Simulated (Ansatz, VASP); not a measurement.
**One calculation of Be, two programs**

The input INCAR:

```
PREC = Accurate
ENCUT = 520
EDIFF = 1E-6
ISMEAR = 0
SIGMA = 0.15
LREAL = F
LASPH = T
NELM = 60
ALGO = Fast
ISIF = 2
LWAVE = F
LCHARG = T
GGA = PE
LELF = T
LVHAR = T
NBANDS = 15
```

File KPOINTS:

```
regular mesh
0
Gamma
  28 28 6
```

File POSCAR:

```
Be
1.0
   -1.2502160087      1.2502160087     -1.2502160087
   -1.2502160087     -1.2502160087      1.2502160087
   -0.7501296052      7.5012960522      7.5012960522
Be
6
Direct
   -0.2749950000     -0.2749950000      0.9166500000
    0.4750050000      0.4750050000      0.0833166667
   -0.0749950000     -0.0749950000      0.2499833333
    0.3750050000      0.3750050000      0.4166500000
   -0.1749950000     -0.1749950000      0.5833166667
    0.2750050000      0.2750050000      0.7499833333
```

Input for Ansatz:

```yaml
crystal:
  lattice:
    - [-1.2502160087, 1.2502160087, -1.2502160087]
    - [-1.2502160087, -1.2502160087, 1.2502160087]
    - [-0.7501296052, 7.5012960522, 7.5012960522]
  atoms:
    - { symbol: Be, position: [-0.274995, -0.274995, 0.91665] }
    - { symbol: Be, position: [0.475005, 0.475005, 0.0833166667] }
    - { symbol: Be, position: [-0.074995, -0.074995, 0.2499833333] }
    - { symbol: Be, position: [0.375005, 0.375005, 0.41665] }
    - { symbol: Be, position: [-0.174995, -0.174995, 0.5833166667] }
    - { symbol: Be, position: [0.275005, 0.275005, 0.7499833333] }
basis:
  ecutwfc: 420
kpoints:
  mp_grid: { grid: [28, 28, 6] }
hamiltonian:
  xc: pbe
scf:
  occupations: { method: gaussian, width: 0.15 }
output:
  forces: true
  stress: true
  eigenvalues: true
  write_density: true
  write_potential: true
  elf: true
  volumetric_format: npy
```

Alike in both runs: task single point; functional PBE; k mesh 28 × 28 × 6; occupations gaussian, width 0.15 eV; no spin polarisation.

|  | VASP | Ansatz |
| --- | --- | --- |
| version | VASP 6.6.1 | Ansatz 0.2.0 |
| potentials or method | VASP PAW PBE potentials, release 64 (Be), cutoff 520 eV | scalar-relativistic, plane waves, PAW |
| valence electrons in the cell | 12 | 12 |

Ansatz gave:

| Property | Result |
| --- | --- |
| gap on the k mesh at the Fermi level (eV) | none |
| pressure (GPa) | 4.2 |
| traceless stress, the component that is largest in VASP (GPa) | 5.03 |
| rms of the force components (eV/Å) | 0.768 |

Q: Estimate VASP's values.

A: gap on the k mesh at the Fermi level (eV): none; pressure (GPa): 4.3; traceless stress, the component that is largest in VASP (GPa): 5.04; rms of the force components (eV/Å): 0.770.

Atom by atom the forces differ by 0.002 eV/Å (rms over components). A gap of «none» marks a metal or a gap that the smearing closes.
